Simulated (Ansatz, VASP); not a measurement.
ScAlN2: VASP beside Ansatz

POSCAR

```
ScAlN2
1.0
    3.0446085499      0.0000000000      0.0000000000
    0.0000000000      3.0446085499      0.0000000000
    0.0000000000      0.0000000000      4.2861565234
Sc N Al
1 2 1
Direct
    0.0000000000      0.0000000000      0.0000000000
    0.0000000000      0.0000000000      0.5000000000
    0.5000000000      0.5000000000      0.0000000000
    0.5000000000      0.5000000000      0.5000000000
```

Contents of INCAR.step1:

```
SYSTEM = ScAlN2
ALGO = Normal ; EDIFF = 1E-5
ENCUT = 520 ; GGA = PE
ISIF = 2 ; ISMEAR = 0
LASPH = .TRUE. ; LCHARG = .FALSE.
LREAL = .FALSE. ; LWAVE = .TRUE.
NBANDS = 20 ; NELM = 100
PREC = Accurate ; SIGMA = 0.01
```

INCAR.step2

```
SYSTEM = ScAlN2
ALGO = Normal ; EDIFF = 1E-6
ENCUT = 520 ; GGA = PE
HFSCREEN = 0.2079 ; ISIF = 2
ISMEAR = 0 ; ISTART = 1
LASPH = .TRUE. ; LCHARG = .FALSE.
LHFCALC = .TRUE. ; LREAL = .FALSE.
LWAVE = .FALSE. ; NBANDS = 20
NELM = 100 ; PREC = Accurate
PRECFOCK = Normal ; SIGMA = 0.01
```

Contents of KPOINTS:

```
k-points
0
G
  6 6 4
  0 0 0
```

Input for Ansatz:

```yaml
crystal:
  lattice:
    - [3.0446085499, 0.0, 0.0]
    - [0.0, 3.0446085499, 0.0]
    - [0.0, 0.0, 4.2861565234]
  atoms:
    - { symbol: Sc, position: [0.0, 0.0, 0.0] }
    - { symbol: "N", position: [0.0, 0.0, 0.5] }
    - { symbol: Al, position: [0.5, 0.5, 0.5] }
    - { symbol: "N", position: [0.5, 0.5, 0.0] }
kpoints:
  mp_grid: { grid: [6, 6, 4] }
  band_path:
    path:
      - [0.0, 0.0, 0.0]
      - [0.0, 0.5, 0.0]
      - [0.5, 0.5, 0.0]
      - [0.0, 0.0, 0.5]
      - [0.0, 0.5, 0.5]
      - [0.5, 0.5, 0.5]
    npoints: 1
hamiltonian:
  xc: hse06
scf:
  occupations: { method: fixed }
  n_extra_bands: 5
output:
  forces: true
  stress: true
  eigenvalues: true
  write_density: true
  write_potential: true
  elf: true
  volumetric_format: npy
```

Change from the starting cell: uniaxial_z strain -0.8%.

Alike in both runs: task single point; functional HSE06; k mesh 6 × 6 × 4; no spin polarisation.

```csv
,VASP,Ansatz
version,VASP 6.6.1,Ansatz 0.2.0
potentials or method,"VASP PAW PBE potentials, release 64 (Sc_sv, N, Al)","plane waves, PAW"
plane-wave cutoff (eV),520,420
occupations,"gaussian, width 0.01 eV",fixed
valence electrons in the cell,24,24
```

```csv
,VASP,Ansatz,Ansatz less VASP
gap on the k mesh at the Fermi level (eV),1.80,1.83,+0.030
pressure (GPa),1.4,0.2,-1.16
```

Ansatz's warnings: stress exchange threshold loose, stress scf threshold loose.
